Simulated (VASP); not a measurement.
# Se (P4/nmm) in VASP: notebook, part 2 of 2

VASP 6.6.1. Earlier steps stand in the parts before.

## 4. Relaxation of cell and atoms, PBE

This run uses another cell than the first one, of 30.95 Å³/atom.

Input file INCAR:

```
ALGO = Normal ; EDIFF = 1E-6
EDIFFG = -0.01 ; ENCUT = 600
GGA = PE ; IBRION = 2
ISIF = 3 ; ISMEAR = 0
LASPH = T ; LCHARG = F
LREAL = F ; LWAVE = F
NELM = 60 ; NSW = 100
PREC = Accurate ; SIGMA = 0.1
```

Input file KPOINTS:

```
k-points
0
Gamma
  16 16 12
```

Input file POSCAR:

```
Se
1.0
    3.6039337969      0.0000000000      0.0000000000
    0.0000000000      3.6039337969      0.0000000000
    0.0000000000      0.0000000000      4.7664611785
Se
2
Direct
    0.0000000000      0.5000000000      0.9225348586
    0.5000000000      0.0000000000      0.0774651414
```

Potentials or basis: VASP PAW PBE potentials, release 64 (Se).

On the command line:

```
$ cat potpaw_PBE.64/Se/POTCAR > POTCAR
$ mpirun -np 1 vasp_std > vasp.out
```

OUTCAR:

```text
EDIFF = 1E-6
   EDIFFG = -0.01
   ENCUT = 600
   GGA = PE
   IBRION = 2
   ISIF = 3
   ISMEAR = 0
   LASPH = T
   LREAL = F
   NELM = 60
   NSW = 100
   PREC = Accurate

 ion  position               nearest neighbor table
   1  0.000  0.500  0.923-   2 2.65   2 2.65   2 2.65   2 2.65
   2  0.500  0.000  0.077-   1 2.65   1 2.65   1 2.65   1 2.65

  LATTYP: Found a simple tetragonal cell.
 ALAT       =     3.6039337969
 C/A-ratio  =     1.3225717916

  Lattice vectors:

 A1 = (   3.6039337969,   0.0000000000,   0.0000000000)
 A2 = (   0.0000000000,   3.6039337969,   0.0000000000)
 A3 = (   0.0000000000,   0.0000000000,   4.7664611785)

Analysis of symmetry for initial positions (statically):
=====================================================================
 Subroutine PRICEL returns:
 Original cell was already a primitive cell.

 Routine SETGRP: Setting up the symmetry group for a
 simple tetragonal supercell.

 Subroutine GETGRP returns: Found 16 space group operations
 (whereof  8 operations were pure point group operations)
 out of a pool of 16 trial point group operations.

The static configuration has the point symmetry D_2d.
 The point group associated with its full space group is D_4h.

Analysis of symmetry for dynamics (positions and initial velocities):
=====================================================================
 Subroutine PRICEL returns:
 Original cell was already a primitive cell.

 Routine SETGRP: Setting up the symmetry group for a
 simple tetragonal supercell.

 Subroutine GETGRP returns: Found 16 space group operations
 (whereof  8 operations were pure point group operations)
 out of a pool of 16 trial point group operations.

The dynamic configuration has the point symmetry D_2d.
 The point group associated with its full space group is D_4h.

 Subroutine INISYM returns: Found 16 space group operations
 (whereof  8 operations are pure point group operations),
 and found     1 'primitive' translations

----------------------------------------------------------------------------------------

                                     Primitive cell

  volume of cell :      61.9084

  direct lattice vectors                    reciprocal lattice vectors
     3.603933797  0.000000000  0.000000000     0.277474575  0.000000000  0.000000000
     0.000000000  3.603933797  0.000000000     0.000000000  0.277474575  0.000000000
     0.000000000  0.000000000  4.766461179     0.000000000  0.000000000  0.209799254

  length of vectors
     3.603933797  3.603933797  4.766461179     0.277474575  0.277474575  0.209799254

  position of ions in fractional coordinates (direct lattice)
     0.000000000  0.500000000  0.922534859
     0.500000000  0.000000000  0.077465141

  ion indices of the primitive-cell ions
   primitive index   ion index
                 1           1
                 2           2

----------------------------------------------------------------------------------------

 KPOINTS: k-points

Automatic generation of k-mesh.
 Grid dimensions read from file:
 generate k-points for:   16   16   12

 Generating k-lattice:

[... 45 lines left out ...]
   total plane-waves  NPLWV =  36000
   dimension x,y,z NGX =    30 NGY =   30 NGZ =   40
   dimension x,y,z NGXF=    60 NGYF=   60 NGZF=   80
   ions per type =               2
   NGX,Y,Z   is equivalent  to a cutoff of  13.84, 13.84, 13.95 a.u.
   NGXF,Y,Z  is equivalent  to a cutoff of  27.68, 27.68, 27.90 a.u.
 SYSTEM =  unknown system
   PREC   = accura    normal or accurate (medium, high low for compatibility)
   ISTART =      0    job   : 0-new  1-cont  2-samecut
   ICHARG =      2    charge: 1-file 2-atom 10-const
   ISPIN  =      1    spin polarized calculation?
   LNONCOLLINEAR =      F non collinear calculations
   LSORBIT =      F    spin-orbit coupling
   LASPH  =      T    aspherical Exc in radial PAW
   ENCUT  =  600.0 eV  44.10 Ry    6.64 a.u.   7.20  7.20  9.52*2*pi/ulx,y,z
   NELM   =     60;   NELMIN=  2; NELMDL= -5     # of ELM steps
   EDIFF  = 0.1E-05   stopping-criterion for ELM
   LREAL  =      F    real-space projection
   EDIFFG = -.1E-01   stopping-criterion for IOM
   NSW    =    100    number of steps for IOM
   IBRION =      2    ionic relax: 0-MD 1-quasi-New 2-CG
   NFREE  =      1    steps in history (QN), initial steepest desc. (CG)
   ISIF   =      3    stress and relaxation
   ISYM   =      2    0-nonsym 1-usesym 2-fastsym
   POTIM  = 0.5000    time-step for ionic-motion
   TEBEG  =    0.0;   TEEND  =   0.0 temperature during run
   PSTRESS=    0.0 pullay stress
   NELECT =      12.0000    total number of electrons
   NUPDOWN=      -1.0000    fix difference up-down
   EMIN   =  10.00;   EMAX   =-10.00  energy-range for DOS
   EFERMI =   0.00;   METHOD = LEGACY
   ISMEAR =     0;   SIGMA  =   0.10  broadening in eV -4-tet -1-fermi 0-gaus
   EFERMI_NEDOS =   21; number of points for ismear=-14 and -15
   IALGO  =     38    algorithm
   IMIX   =      4    mixing-type and parameters
     AMIX     =   0.40;   BMIX     =  1.00
     AMIX_MAG =   1.60;   BMIX_MAG =  1.00
  volume/ion in A,a.u.               =      30.95       208.89
  Fermi-wavevector in a.u.,A,eV,Ry     =   0.947441  1.790403 12.213186  0.897644
  Thomas-Fermi vector in A             =   2.075534
   LORBIT       =      0    0 simple, 1 ext, 2 COOP (PROOUT), +10 PAW based schemes
   GGA     = PE    functional components
   LHFCALC =     F    Hartree Fock is set to
   AEXX    =    0.0000 exact exchange contribution
   IVDW    =     0    specifies the selected vdW correction
   LEPSILON=     F    determine dielectric tensor
   LRPA    =     F    only Hartree local field effects (RPA)
 conjugate gradient relaxation of ions
 non-spin polarized calculation
 Gauss-broadening in eV      SIGMA  =   0.10
  energy-cutoff  :      600.00
  volume of cell :       61.91
 maximum number of plane-waves:      2100
 NGX is ok and might be reduce to    30
   NGX = 15   NGY = 15   NGZ = 19

--------------------------------------- Ionic step        1  -------------------------------------------

 number of electron      12.0000000 magnetization

 Free energy of the ion-electron system (eV)
  ---------------------------------------------------
  ext. energy  EPLUGINS =         0.00000000
  ---------------------------------------------------
  free energy    TOTEN  =        -6.66070502 eV

  energy without entropy =       -6.65594033  energy(sigma->0) =       -6.65832268

------------------------ aborting loop because EDIFF is reached ----------------------------------------

  FORCE on cell =-STRESS in cart. coord.  units (eV):
  Direction    XX          YY          ZZ          XY          YZ          ZX
  --------------------------------------------------------------------------------------
  -------------------------------------------------------------------------------------
  Total       -0.0390843     -0.0390843      0.0420582      0.0000000      0.0000000      0.0000000
  in kB       -1.0114948     -1.0114948      1.0884578      0.0000000      0.0000000      0.0000000
  external PRESSURE =      -0.3115106 kB  Pullay stress =       0.0000000 kB
[... 167 lines left out ...]
--------------------------------------- Ionic step        6  -------------------------------------------

 number of electron      12.0000000 magnetization

 Free energy of the ion-electron system (eV)
  ---------------------------------------------------
  ext. energy  EPLUGINS =         0.00000000
  ---------------------------------------------------
  free energy    TOTEN  =        -6.66161050 eV

  energy without entropy =       -6.65735562  energy(sigma->0) =       -6.65948306

 E-fermi :   1.7579     XC(G=0):  -8.0886

 val. band max:        1.7537131836   @ k =   0.3750   0.0625   0.2500
 cond. band min:       1.7727705955   @ k =   0.2500   0.1875   0.2500
 fundamental gap:      0.0190574119
 Fermi energy:         1.7578920054

 k-point     1 :       0.0000    0.0000    0.0000
  band No.  band energies     occupation
      1     -13.9835      2.00000
      2      -8.1115      2.00000
      3      -2.1256      2.00000
      4      -2.1256      2.00000
      5      -1.0595      2.00000
      6       1.0866      2.00000
      7       4.9726      0.00000
      8       4.9726      0.00000
      9       6.0542      0.00000
     10       6.8084      0.00000
[... 287 lines left out ...]
 k-point    24 :       0.5000    0.1250    0.0000
  band No.  band energies     occupation
      1     -11.5415      2.00000
      2     -11.5415      2.00000
      3      -1.9505      2.00000
      4      -1.9505      2.00000
      5      -0.0010      2.00000
      6      -0.0010      2.00000
      7       3.3948      0.00000
      8       3.3948      0.00000
      9       7.5280      0.00000
     10       7.5280      0.00000

 [... further k-points ...]
[... 5 lines left out ...]
  --------------------------------------------------------------------------------------
  -------------------------------------------------------------------------------------
  Total        0.0041697      0.0041697     -0.0038389      0.0000000      0.0000000     -0.0000000
  in kB        0.1080901      0.1080901     -0.0995140      0.0000000      0.0000000     -0.0000000
  external PRESSURE =       0.0388887 kB  Pullay stress =       0.0000000 kB
[... 17 lines left out ...]
  FREE ENERGIE OF THE ION-ELECTRON SYSTEM (eV)
  ---------------------------------------------------
  free  energy   TOTEN  =        -6.6616104958 eV

  energy  without entropy=       -6.6573556154  energy(sigma->0) =       -6.65948306

 reached required accuracy - stopping structural energy minimisation
```

OSZICAR:

```text
N       E                     dE             d eps       ncg     rms          rms(c)
DAV:   1     0.622926563080E+02    0.62293E+02   -0.53518E+03  6300   0.109E+03
DAV:   2    -0.309420407896E+01   -0.65387E+02   -0.63251E+02  9506   0.155E+02
[... 35 lines left out ...]
   5 F= -.66615567E+01 E0= -.66594373E+01  d E =0.345043E-04
       N       E                     dE             d eps       ncg     rms          rms(c)
DAV:   1    -0.666166791837E+01   -0.11135E-03   -0.34598E-03  6452   0.407E-01    0.446E-02
DAV:   2    -0.666162870206E+01    0.39216E-04   -0.12551E-04  6444   0.862E-02    0.286E-02
DAV:   3    -0.666161037673E+01    0.18325E-04   -0.53314E-05  6588   0.457E-02    0.529E-03
DAV:   4    -0.666161049582E+01   -0.11909E-06   -0.46535E-07  3994   0.636E-03
   6 F= -.66616105E+01 E0= -.66594831E+01  d E =-.192745E-04
```

It took 4.3 min on 1 thread of Intel Xeon 6975P-C (Granite Rapids), shared host; peak memory 0.36 GiB.

What came out:

| Property | Result |
| --- | --- |
| Free energy | -6.6616 eV |
| Relaxed volume | 30.90 Å³/atom |
| Relaxed cell | a = 3.595 Å, b = 3.595 Å, c = 4.781 Å, α = 90.00°, β = 90.00°, γ = 90.00° |
| Space group after relaxing (to 0.1 Å) | P4/nmm (No. 129) |
| Energy gained by relaxing | 0.5 meV/atom |
| Ionic steps | 6 |
| Pressure after relaxing | 0.0 GPa |
| Band gap on the k mesh | zero (bands 6 and 7 overlap by 0.15 eV) |

Step by step:
| step | energy change (eV) | largest force (eV/Å) | pressure (GPa) | volume (Å³) |
| --- | --- | --- | --- | --- |
| 1 | 0.0000 | 0.0683 | -0.03 | 61.91 |
| 2 | -0.0005 | 0.0512 | 0.01 | 61.85 |
| 3 | -0.0009 | 0.0177 | 0.06 | 61.77 |
| 4 | -0.0009 | 0.0081 | 0.07 | 61.75 |
| 5 | -0.0009 | 0.0172 | -0.10 | 61.91 |
| 6 | -0.0009 | 0.0012 | 0.00 | 61.81 |

Final structure:
```xyz
2
Lattice="3.5953 0.0000 0.0000 0.0000 3.5953 0.0000 0.0000 0.0000 4.7815" Properties=species:S:1:pos:R:3 pbc="T T T"
Se    0.0000    1.7976    4.4008
Se    1.7976    0.0000    0.3807
```

Caveat: this functional lacks dispersion, which binds layers or chains, so the pressure and a relaxed spacing across them are unreliable.

## 5. The runs side by side

```tsv
task	cell	k mesh	cutoff (eV)	smearing	gap on the mesh (eV)	pressure (GPa)	relaxed volume (Å³/atom)
single point	a = 3.595, b = 3.595, c = 4.764 Å, 2 atoms, atomic positions A	16 × 16 × 12	520	gaussian 0.1 eV	none	0.0	-
relaxation of cell and atoms	relaxed from a = 3.590, b = 3.590, c = 4.767 Å, 2 atoms, atomic positions B	10 × 10 × 8	600	gaussian 0.02 eV	none	0.0	30.89
relaxation of cell and atoms	relaxed from a = 3.604, b = 3.604, c = 4.766 Å, 2 atoms, atomic positions C	16 × 16 × 12	600	gaussian 0.1 eV	none	0.0	30.90
```

Alike in all rows: level PBE; potentials or basis VASP PAW PBE potentials, release 64 (Se); no spin polarisation.

Caveats: this functional lacks dispersion, which binds layers or chains, so the pressure and a relaxed spacing across them are unreliable.

Absolute energies hang on the potentials; compare differences alone.

The gap in the log of VASP goes by the Fermi energy; the results here count the filled bands.